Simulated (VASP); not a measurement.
Here is a VASP 6.6.1 calculation.

INCAR

```
SYSTEM = Bi
  PREC = Accurate
  ENCUT = 520
  EDIFF = 1E-6
  ISMEAR = -1
  SIGMA = 0.05
  LREAL = .FALSE.
  LASPH = .TRUE.
  NELM = 60
  ALGO = Normal
  ISIF = 2
  LWAVE = .FALSE.
  LCHARG = .FALSE.
  GGA = PE
  NBANDS = 14
```

KPOINTS

```
Automatic mesh
0
G
  14 14 14
  0 0 0
```

File POSCAR:

```
Bi
1.0
    0.0000000000      2.5161747668      2.5161747668
    2.5161747668      0.0000000000      2.5161747668
    2.5161747668      2.5161747668      0.0000000000
Bi
1
Direct
    0.0000000000      0.0000000000      0.0000000000
```

Potentials or basis: VASP PAW PBE potentials, release 64 (Bi_d).

Command:

```bash
$ cat potpaw_PBE.64/Bi_d/POTCAR > POTCAR
$ mpirun -np 1 vasp_std > vasp.out
```

(1) Predict the pressure.

(2) Predict the band gap on the k mesh.

Answers

(1) 0.0 GPa.

(2) zero (an odd number of electrons rules out a gap without spin polarisation).

Caveat: spin-orbit coupling is left out, which moves the levels of the heavy elements.
